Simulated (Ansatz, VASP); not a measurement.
One calculation of Ta2Si, two programs

```
CELL_PARAMETERS angstrom
-2.94564 2.94564 2.62070
2.94564 -2.94564 2.62070
2.94564 2.94564 -2.62070
ATOMIC_POSITIONS crystal
Ta 0.66307 0.83693 0.50000
Ta 0.83693 0.33693 0.17387
Ta 0.33693 0.16307 0.50000
Ta 0.16307 0.66307 0.82613
Si 0.25000 0.25000 0.00000
Si 0.75000 0.75000 0.00000
```

Change from the starting cell: strain -0.040 along x and y, +0.040 along z, atoms carried along.

Alike in both runs: task single point; functional PBEsol; k mesh 12 × 12 × 12; occupations gaussian, width 0.15 eV; no spin polarisation.

|  | VASP | Ansatz |
| --- | --- | --- |
| version | VASP 6.6.1 | Ansatz 0.2.0 |
| potentials or method | VASP PAW PBE potentials, release 64 (Ta_pv, Si), cutoff 520 eV | scalar-relativistic, plane waves, PAW |
| valence electrons in the cell | 52 | 60 |

VASP gave:

- gap on the k mesh at the Fermi level (eV): none
- pressure (GPa): 12.2
- traceless stress, the component that is largest in VASP (GPa): -11.08
- rms of the force components (eV/Å): 0.008

Task: Estimate Ansatz's values.

Result: gap on the k mesh at the Fermi level (eV): none; pressure (GPa): 11.8; traceless stress, the component that is largest in VASP (GPa): -11.05; rms of the force components (eV/Å): 0.011.

VASP's potentials were made for PBE, not for PBEsol. Atom by atom the forces differ by 0.003 eV/Å (rms over components). A gap of «none» marks a metal or a gap that the smearing closes. VASP's potentials hold 52 valence electrons a cell and Ansatz's 60, so a difference there can come from the potentials and not from the codes.

Neither program's run includes spin-orbit coupling.
